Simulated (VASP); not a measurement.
Wanted: the native input for a VASP 6.6.1 run.

```yaml
Task: single point
Functional: PBEsol
Potentials_or_basis: VASP PAW PBE potentials, release 64 (Y_sv)
Cutoff: 520 eV
k_mesh: 16 × 16 × 16
Occupations: gaussian, width 0.15 eV
Spin: no spin polarisation
Dipole_correction: no
Further_INCAR_settings: ALGO = Normal; EDIFF = 1e-06; NBANDS = 12
```

The structure of Y lies in POSCAR:

```
Y
1.0
    0.0000000000      2.5844000000      2.5844000000
    2.5844000000      0.0000000000      2.5844000000
    2.5844000000      2.5844000000      0.0000000000
Y
1
Direct
    0.0000000000      0.0000000000      0.0000000000
```

This isn't the form of Y at room conditions, which is hcp.

This cell differs from its parent crystal: strain +0.040 along x and y, +0.040 along z.

These files were run (other wordings do the same):

INCAR

```
SYSTEM = Y
PREC = Accurate ; ENCUT = 520
EDIFF = 1E-6 ; ISMEAR = 0
SIGMA = 0.15 ; LREAL = .FALSE.
LASPH = .TRUE. ; NELM = 60
ALGO = Normal ; ISIF = 2
LWAVE = .FALSE. ; LCHARG = .FALSE.
GGA = PS ; NBANDS = 12
```

KPOINTS

```
regular mesh
0
G
  16 16 16
  0 0 0
```

Potentials or basis: VASP PAW PBE potentials, release 64 (Y_sv).

Command:

```bash
$ cat potpaw_PBE.64/Y_sv/POTCAR > POTCAR
$ mpirun -np 1 vasp_std > vasp.out
```

Results of the run:

- Pressure: -4.0 GPa
- Band gap on the k mesh: zero (an odd number of electrons rules out a gap without spin polarisation)

Caveat: the cell differs from its parent crystal (strain +0.040 along x and y, +0.040 along z); the cell stands under tension; the PAW data sets were made with another functional, which shifts forces and pressure a little.

Run time: 22 s on 1 thread of Intel(R) Xeon(R) 6975P-C (Granite Rapids), on a shared host, peak memory 0.22 GiB.
